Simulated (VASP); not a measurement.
Input of a VASP 6.6.1 run:

Contents of INCAR:

```
ALGO     = Normal         # electronic algorithm
EDIFF    = 1E-7           # SCF threshold, eV
ENCUT    = 520            # plane-wave cutoff, eV
GGA      = RP             # functional
ISIF     = 2              # what is computed and relaxed
ISMEAR   = -1             # smearing method
LASPH    = T              # aspherical terms in the spheres
LCHARG   = T              # write CHGCAR
LELF     = T              # ELF
LREAL    = F              # projectors in reciprocal space
LVHAR    = T            
LWAVE    = F              # write WAVECAR
NBANDS   = 16             # bands
NELM     = 80             # most SCF steps
PREC     = Accurate       # precision mode
SIGMA    = 0.1            # smearing width, eV
```

KPOINTS

```
k-points
0
Gamma
  15 15 8
```

The input POSCAR:

```
Ir
1.0
    2.7962309305      0.0000000000      0.0000000000
   -1.3981154652      2.4216070206      0.0000000000
    0.0000000000      0.0000000000      4.5342284391
Ir
2
Direct
    0.3333333333      0.6666666667      0.2500000000
    0.6666666667      0.3333333333      0.7500000000
```

Potentials or basis: VASP PAW PBE potentials, release 64 (Ir).

The run is started by

```sh
$ cat potpaw_PBE.64/Ir/POTCAR > POTCAR
$ mpirun -np 1 vasp_std > vasp.out
```

(1) What does it give for the pressure?

(2) Estimate the band gap on the k mesh.

Answers

(1) -11.4 GPa.

(2) zero (band 9 reaches 10.05 eV, above the bottom of band 10 at 7.21 eV).

Caveat: the PAW data sets were made with another functional, which shifts forces and pressure a little; spin-orbit coupling is left out, which moves the levels of the heavy elements.
